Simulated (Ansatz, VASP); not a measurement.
## Two plane-wave programs on Hf3SnSe8

File INCAR:

```
SYSTEM = Hf3SnSe8
ALGO     = Normal         ! electronic algorithm
EDIFF    = 1E-6           ! SCF threshold, eV
ENCUT    = 520            ! plane-wave cutoff, eV
GGA      = PE             ! functional
ISIF     = 2              ! what is computed and relaxed
ISMEAR   = 0              ! smearing method
LASPH    = .True.         ! aspherical terms in the spheres
LCHARG   = .False.        ! write CHGCAR
LREAL    = .False.        ! projectors in reciprocal space
LWAVE    = .False.        ! write WAVECAR
NBANDS   = 58             ! bands
NELM     = 80             ! most SCF steps
PREC     = Accurate       ! precision mode
SIGMA    = 0.1            ! smearing width, eV
```

The input KPOINTS:

```
k-points
0
Gamma
  3 3 4
  0 0 0
```

File POSCAR:

```
Hf3SnSe8
1.0
    7.6201399000      0.0000000000      0.0000000000
   -3.8100700000      6.5992348000      0.0000000000
    0.0000000000      0.0000000000      7.1477939000
Hf Sn Se
3 1 8
Direct
    0.5000000000      0.0000000000      0.0000000000
    0.5000000000      0.5000000000      0.0000000000
    0.0000000000      0.5000000000      0.0000000000
    0.0000000000      0.0000000000      0.0000000000
    0.6666667000      0.3333333000      0.2192150000
    0.6590300000      0.8295150000      0.2221370000
    0.1704850000      0.3409700000      0.2221370000
    0.1704850000      0.8295150000      0.2221370000
    0.8295150000      0.1704850000      0.7778630000
    0.8295150000      0.6590300000      0.7778630000
    0.3409700000      0.1704850000      0.7778630000
    0.3333333000      0.6666667000      0.7807850000
```

Input for Ansatz:

```yaml
crystal:
  lattice:
    - [7.6201399, 0.0, 0.0]
    - [-3.81007, 6.5992348, 0.0]
    - [0.0, 0.0, 7.1477939]
  atoms:
    - { symbol: Hf, position: [0.5, 0.0, 0.0] }
    - { symbol: Hf, position: [0.5, 0.5, 0.0] }
    - { symbol: Hf, position: [0.0, 0.5, 0.0] }
    - { symbol: Sn, position: [0.0, 0.0, 0.0] }
    - { symbol: Se, position: [0.6666667, 0.3333333, 0.219215] }
    - { symbol: Se, position: [0.65903, 0.829515, 0.222137] }
    - { symbol: Se, position: [0.170485, 0.34097, 0.222137] }
    - { symbol: Se, position: [0.170485, 0.829515, 0.222137] }
    - { symbol: Se, position: [0.829515, 0.170485, 0.777863] }
    - { symbol: Se, position: [0.829515, 0.65903, 0.777863] }
    - { symbol: Se, position: [0.34097, 0.170485, 0.777863] }
    - { symbol: Se, position: [0.3333333, 0.6666667, 0.780785] }
basis:
  ecutwfc: 420
kpoints:
  mp_grid: { grid: [3, 3, 4] }
hamiltonian:
  xc: pbe
scf:
  occupations: { method: gaussian, width: 0.1 }
  lower_state_search: "off"
output:
  forces: true
  stress: true
  eigenvalues: true
```

Alike in both runs: task single point; functional PBE; k mesh 3 × 3 × 4; occupations gaussian, width 0.1 eV; no spin polarisation.

```csv
,VASP,Ansatz
version,VASP 6.6.1,Ansatz 0.2.0
potentials or method,"VASP PAW PBE potentials, release 64 (Hf_pv, Sn_d, Se), cutoff 520 eV","scalar-relativistic, plane waves, PAW"
valence electrons in the cell,92,220
```

Ansatz gave:

* gap on the k mesh at the Fermi level (eV): none
* pressure (GPa): 0.0
* traceless stress, the component that is largest in VASP (GPa): -0.09
* rms of the force components (eV/Å): 0.012

**Question.** Estimate VASP's values.

**Answer.** gap on the k mesh at the Fermi level (eV): none; pressure (GPa): -0.2; traceless stress, the component that is largest in VASP (GPa): -0.07; rms of the force components (eV/Å): 0.027.

Atom by atom the forces differ by 0.018 eV/Å (rms over components). A gap of «none» marks a metal or a gap that the smearing closes. VASP's potentials hold 92 valence electrons a cell and Ansatz's 220, so a difference there can come from the potentials and not from the codes.

Neither program's run includes spin-orbit coupling.
